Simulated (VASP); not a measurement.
# MoS2 (P-3m1) in VASP: notebook

Runs on MoS2. Level: PBE+D3(BJ). Tasks: single point.

Everything below comes from runs of VASP 6.6.1. Logs are shortened: lines on timing, memory, paths and dates and some standing lists are left out, and cuts for length are marked.

### 1 The cell of the first run

The typed cell holds 6 atoms: a = 3.181 Å, b = 3.181 Å, c = 12.531 Å, α = 90.00°, β = 90.00°, γ = 120.00°.

### 2 Single point, PBE+D3(BJ)

Input file INCAR:

```
PREC = Accurate ; ENCUT = 520
EDIFF = 1E-7 ; ISMEAR = 0
SIGMA = 0.05 ; LREAL = False
LASPH = True ; NELM = 60
ALGO = Normal ; ISIF = 2
LWAVE = False ; LCHARG = False
GGA = PE ; IVDW = 12
NBANDS = 35
```

Input file KPOINTS:

```
regular mesh
0
Gamma
  12 12 4
```

Input file POSCAR:

```
MoS2
1.0
    3.1808000000      0.0000000000      0.0000000000
   -1.5904000000      2.7546536043      0.0000000000
    0.0000000000      0.0000000000     12.5312000000
Mo S
2 4
Direct
    0.6666666667      0.3333333333      0.2501439769
    0.3333333333      0.6666666667      0.7498560231
    0.3333333333      0.6666666667      0.3795985159
    0.6666666667      0.3333333333      0.8793132861
    0.3333333333      0.6666666667      0.1206867139
    0.6666666667      0.3333333333      0.6204014841
```

Potentials or basis: VASP PAW PBE potentials, release 64 (Mo_sv, S).

Run with:

```sh
> cat potpaw_PBE.64/Mo_sv/POTCAR potpaw_PBE.64/S/POTCAR > POTCAR
> mpirun -np 1 vasp_std > vasp.out
```

OUTCAR:

```text
PREC = Accurate
   ENCUT = 520
   EDIFF = 1E-7
   ISMEAR = 0
   LREAL = False
   LASPH = True
   NELM = 60
   ISIF = 2
   GGA = PE
   IVDW = 12
 IVDW          = 12

 ion  position               nearest neighbor table
   1  0.667  0.333  0.250-   3 2.45   3 2.45   3 2.45   5 2.45   5 2.45   5 2.45
   2  0.333  0.667  0.750-   6 2.45   6 2.45   6 2.45   4 2.45   4 2.45   4 2.45
   3  0.333  0.667  0.380-   1 2.45   1 2.45   1 2.45
   4  0.667  0.333  0.879-   2 2.45   2 2.45   2 2.45
   5  0.333  0.667  0.121-   1 2.45   1 2.45   1 2.45
   6  0.667  0.333  0.620-   2 2.45   2 2.45   2 2.45

  LATTYP: Found a hexagonal cell.
 ALAT       =     3.1808000000
 C/A-ratio  =     3.9396378270

  Lattice vectors:

 A1 = (   3.1808000000,   0.0000000000,   0.0000000000)
 A2 = (  -1.5904000000,   2.7546536043,   0.0000000000)
 A3 = (   0.0000000000,   0.0000000000,  12.5312000000)

Analysis of symmetry for initial positions (statically):
=====================================================================
 Subroutine PRICEL returns:
 Original cell was already a primitive cell.

 Routine SETGRP: Setting up the symmetry group for a
 hexagonal supercell.

 Subroutine GETGRP returns: Found 12 space group operations
 (whereof 12 operations were pure point group operations)
 out of a pool of 24 trial point group operations.

The static configuration has the point symmetry D_3d.

Analysis of symmetry for dynamics (positions and initial velocities):
=====================================================================
 Subroutine PRICEL returns:
 Original cell was already a primitive cell.

 Routine SETGRP: Setting up the symmetry group for a
 hexagonal supercell.

 Subroutine GETGRP returns: Found 12 space group operations
 (whereof 12 operations were pure point group operations)
 out of a pool of 24 trial point group operations.

The dynamic configuration has the point symmetry D_3d.

 Subroutine INISYM returns: Found 12 space group operations
 (whereof 12 operations are pure point group operations),
 and found     1 'primitive' translations

----------------------------------------------------------------------------------------

                                     Primitive cell

  volume of cell :     109.7984

  direct lattice vectors                    reciprocal lattice vectors
[... 96 lines left out ...]
   LREAL  =      F    real-space projection
   EDIFFG = 0.1E-05   stopping-criterion for IOM
   NSW    =      0    number of steps for IOM
   IBRION =     -1    ionic relax: 0-MD 1-quasi-New 2-CG
   NFREE  =      0    steps in history (QN), initial steepest desc. (CG)
   ISIF   =      2    stress and relaxation
   ISYM   =      2    0-nonsym 1-usesym 2-fastsym
   POTIM  = 0.5000    time-step for ionic-motion
   TEBEG  =    0.0;   TEEND  =   0.0 temperature during run
   PSTRESS=    0.0 pullay stress
   NELECT =      52.0000    total number of electrons
   NUPDOWN=      -1.0000    fix difference up-down
   EMIN   =  10.00;   EMAX   =-10.00  energy-range for DOS
   EFERMI =   0.00;   METHOD = LEGACY
   ISMEAR =     0;   SIGMA  =   0.05  broadening in eV -4-tet -1-fermi 0-gaus
   EFERMI_NEDOS =   21; number of points for ismear=-14 and -15
   IALGO  =     38    algorithm
   IMIX   =      4    mixing-type and parameters
     AMIX     =   0.40;   BMIX     =  1.00
     AMIX_MAG =   1.60;   BMIX_MAG =  1.00
  volume/ion in A,a.u.               =      18.30       123.49
  Fermi-wavevector in a.u.,A,eV,Ry     =   1.276078  2.411438 22.155393  1.628375
  Thomas-Fermi vector in A             =   2.408754
   LORBIT       =      0    0 simple, 1 ext, 2 COOP (PROOUT), +10 PAW based schemes
   GGA     = PE    functional components
   LHFCALC =     F    Hartree Fock is set to
   AEXX    =    0.0000 exact exchange contribution
   IVDW    =    12    specifies the selected vdW correction
   LEPSILON=     F    determine dielectric tensor
   LRPA    =     F    only Hartree local field effects (RPA)
 non-spin polarized calculation
 Gauss-broadening in eV      SIGMA  =   0.05
  energy-cutoff  :      520.00
  volume of cell :      109.80
 maximum number of plane-waves:      2987
   NGX = 11   NGY = 11   NGZ = 47

 number of electron      52.0000001 magnetization

 Free energy of the ion-electron system (eV)
  ---------------------------------------------------
  ext. energy  EPLUGINS =         0.00000000
  ---------------------------------------------------
  free energy    TOTEN  =       -43.50400315 eV

  energy without entropy =      -43.50400315  energy(sigma->0) =      -43.50400315

 E-fermi :   7.2030     XC(G=0): -10.7344

 val. band max:        6.9933592071   @ k =   0.0000   0.0000   0.0000
 cond. band min:       7.9214896348   @ k =   0.1667   0.1667   0.0000
 fundamental gap:      0.9281304278
 Fermi energy:         7.2030008280

 k-point     1 :       0.0000    0.0000    0.0000
  band No.  band energies     occupation
      1     -54.3527      2.00000
      2     -54.3527      2.00000
      3     -28.4766      2.00000
      4     -28.4765      2.00000
      5     -28.2599      2.00000
      6     -28.2599      2.00000
[... 901 lines left out ...]
     34       9.8376      0.00000
     35      14.1190      0.00000

 [... further k-points ...]

------------------------ aborting loop because EDIFF is reached ----------------------------------------

 Edisp (eV)   -2.47901

 E8    (eV) :    -1.0000

  FORCE on cell =-STRESS in cart. coord.  units (eV):
  Direction    XX          YY          ZZ          XY          YZ          ZX
  --------------------------------------------------------------------------------------
  -------------------------------------------------------------------------------------
  Total      -4.21751    -4.21751    -7.96363    -0.00000     0.00000     0.00000
  in kB     -61.54183   -61.54183  -116.20529    -0.00000     0.00000     0.00000
  external pressure =      -79.76 kB  Pullay stress =        0.00 kB

 VOLUME and BASIS-vectors are now :
 -----------------------------------------------------------------------------
  energy-cutoff  :      520.00
  volume of cell :      109.80
      direct lattice vectors                 reciprocal lattice vectors
     3.180800000  0.000000000  0.000000000     0.314386318  0.181511025  0.000000000
    -1.590400000  2.754653604  0.000000000     0.000000000  0.363022051  0.000000000
     0.000000000  0.000000000 12.531200000     0.000000000  0.000000000  0.079800817

 POSITION                                       TOTAL-FORCE (eV/Angst)
 -----------------------------------------------------------------------------------
      1.59040      0.91822      3.13460         0.000000      0.000000     -0.000985
     -0.00000      1.83644      9.39660         0.000000     -0.000000      0.000985
     -0.00000      1.83644      4.75682        -0.000000     -0.000000     -1.113574
      1.59040      0.91822     11.01885         0.000000      0.000000     -1.111963
     -0.00000      1.83644      1.51235        -0.000000     -0.000000      1.111963
      1.59040      0.91822      7.77438        -0.000000      0.000000      1.113574
 -----------------------------------------------------------------------------------
    total drift:                               -0.000000      0.000000      0.000000

  FREE ENERGIE OF THE ION-ELECTRON SYSTEM (eV)
  ---------------------------------------------------
  free  energy   TOTEN  =       -45.9830129638 eV

  energy  without entropy=      -45.9830129638  energy(sigma->0) =      -45.98301296
```

Run time: 100 s. Hardware: 1 thread of Intel Xeon 6975P-C (Granite Rapids), shared host; peak memory 0.36 GiB.

What came out:

* Free energy: -45.9830 eV
* Pressure: -8.0 GPa
* Largest force: 1.114 eV/Å
* Band gap on the k mesh: 0.93 eV (least direct gap 1.70 eV)
* Dispersion energy per atom: -0.413 eV

Forces on the atoms (eV/Å):
```
Mo   0.000  0.000 -0.001
Mo   0.000  0.000  0.001
S    0.000  0.000 -1.114
S    0.000  0.000 -1.112
S    0.000  0.000  1.112
S    0.000  0.000  1.114
```

Stress tensor (GPa, compression positive):
```
 -6.15   0.00   0.00
  0.00  -6.15   0.00
  0.00   0.00 -11.62
```

Caveat: the cell stands under tension; forces of over 1 eV/Å act on the atoms, so gaps and moduli don't describe the material at rest. A k mesh can miss the band edges.

### 3 Single point, PBE+D3(BJ)

This run uses another cell than the first one, of 18.34 Å³/atom.

Input file INCAR:

```
PREC     = Accurate       # precision mode
ENCUT    = 520            # plane-wave cutoff, eV
EDIFF    = 1E-6           # SCF threshold, eV
ISMEAR   = 0              # smearing method
SIGMA    = 0.05           # smearing width, eV
LREAL    = F              # projectors in reciprocal space
LASPH    = T              # aspherical terms in the spheres
NELM     = 100            # most SCF steps
ALGO     = Normal         # electronic algorithm
ISIF     = 2              # what is computed and relaxed
LWAVE    = F              # write WAVECAR
LCHARG   = F              # write CHGCAR
GGA      = PE             # functional
IVDW     = 12             # dispersion correction
NBANDS   = 35             # bands
```

KPOINTS is that of step 2.

POSCAR: that of step 2 with these lines changed.

```diff
@@ -2,5 +2,5 @@
 1.0
-    3.1808000000      0.0000000000      0.0000000000
-   -1.5904000000      2.7546536043      0.0000000000
-    0.0000000000      0.0000000000     12.5312000000
+    3.2123000000      0.0000000000      0.0000000000
+   -1.6061500000      2.7819334046      0.0000000000
+    0.0000000000      0.0000000000     12.3135000000
 Mo S
```

Potentials or basis: VASP PAW PBE potentials, release 64 (Mo_sv, S).

Run with:

```sh
> cat potpaw_PBE.64/Mo_sv/POTCAR potpaw_PBE.64/S/POTCAR > POTCAR
> mpirun -np 1 vasp_std > vasp.out
```

Run time: 1.9 min. Hardware: 1 thread of Intel Xeon 6975P-C (Granite Rapids), shared host; peak memory 0.36 GiB.

The run converged. Its results:

| Quantity | Value |
| --- | --- |
| Free energy | -46.0097 eV |
| Pressure | -8.0 GPa |
| Largest force | 0.838 eV/Å |
| Band gap on the k mesh | 0.85 eV (least direct gap 1.57 eV) |
| Dispersion energy per atom | -0.412 eV |

Forces on the atoms (eV/Å):
```
Mo   0.000  0.000 -0.001
Mo   0.000  0.000  0.001
S    0.000  0.000 -0.838
S    0.000  0.000 -0.836
S    0.000  0.000  0.836
S    0.000  0.000  0.838
```

Stress tensor (GPa, compression positive):
```
-7.74  0.00  0.00
 0.00 -7.74  0.00
 0.00  0.00 -8.45
```

Levels at points of the mesh, in eV from the valence-band top:
| k point | band 24 | band 25 | band 26 | band 27 | band 28 | band 29 |
| --- | --- | --- | --- | --- | --- | --- |
| (0.00, 0.00, 0.00) | -1.07 | -1.06 | 0.00 | 2.01 | 2.01 | 2.04 |
| (0.50, 0.00, 0.00) | -1.46 | -1.34 | -1.19 | 1.52 | 1.57 | 1.89 |
| (0.00, 0.00, 0.50) | -2.02 | -0.23 | -0.23 | 2.01 | 2.01 | 2.01 |
| (0.50, 0.00, 0.50) | -1.58 | -1.25 | -1.25 | 1.54 | 1.55 | 2.03 |

Caveat: the cell stands under tension. A k mesh can miss the band edges.
